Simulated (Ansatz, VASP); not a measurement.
# BeTe in VASP and in Ansatz

POSCAR

```
BeTe
1.0
    0.0000000000      2.8286228760      2.8286228760
    2.8286228760      0.0000000000      2.8286228760
    2.8286228760      2.8286228760      0.0000000000
Be Te
1 1
Direct
    0.0000000000      0.0000000000      0.0000000000
    0.2500000000      0.2500000000      0.2500000000
```

Contents of INCAR.step1:

```
PREC = Accurate ; ENCUT = 520
EDIFF = 1E-5 ; ISMEAR = 0
SIGMA = 0.01 ; LREAL = False
LASPH = True ; NELM = 60
ALGO = Normal ; ISIF = 2
LWAVE = True ; LCHARG = False
NBANDS = 11 ; GGA = PE
```

The input INCAR.step2:

```
PREC = Accurate ; ENCUT = 520
EDIFF = 1E-6 ; ISMEAR = 0
SIGMA = 0.01 ; LREAL = False
LASPH = True ; NELM = 60
ALGO = Normal ; ISIF = 2
LWAVE = False ; LCHARG = False
GGA = PE ; LHFCALC = True
AEXX = 0.35 ; HFSCREEN = 0.3
PRECFOCK = Normal ; NBANDS = 11
ISTART = 1
```

Contents of KPOINTS:

```
regular mesh
0
Gamma
  4 4 4
```

Input for Ansatz:

```yaml
crystal:
  lattice:
    - [0.0, 2.828622876, 2.828622876]
    - [2.828622876, 0.0, 2.828622876]
    - [2.828622876, 2.828622876, 0.0]
  atoms:
    - { symbol: Be, position: [0.0, 0.0, 0.0] }
    - { symbol: Te, position: [0.25, 0.25, 0.25] }
kpoints:
  mp_grid: { grid: [4, 4, 4] }
hamiltonian:
  xc: { exchange: pbe, correlation: pbe, exx: { coeff: 0.35, omega: 0.3 } }
scf:
  occupations: { method: fixed }
  n_extra_bands: 4
output:
  forces: true
  stress: true
  eigenvalues: true
```

Alike in both runs: task single point; functional PBE-based screened hybrid; k mesh 4 × 4 × 4; no spin polarisation.

|  | VASP | Ansatz |
| --- | --- | --- |
| version | VASP 6.6.1 | Ansatz 0.2.0 |
| potentials or method | VASP PAW PBE potentials, release 64 (Be, Te) | plane waves |
| plane-wave cutoff (eV) | 520 | 420 |
| occupations | gaussian, width 0.01 eV | fixed |
| valence electrons in the cell | 8 | 18 |

|  | VASP | Ansatz | Ansatz less VASP |
| --- | --- | --- | --- |
| gap on the k mesh at the Fermi level (eV) | 2.73 | 2.75 | +0.024 |
| pressure (GPa) | -0.9 | -0.6 | +0.22 |

VASP's potentials were made for PBE, not for PBE-based screened hybrid. VASP's potentials hold 8 valence electrons a cell and Ansatz's 18, so a difference there can come from the potentials and not from the codes. Ansatz's warnings: stress exchange threshold loose, stress scf threshold loose.

The k mesh is coarse, so the values compare programs but aren't converged. Neither program's run includes spin-orbit coupling.
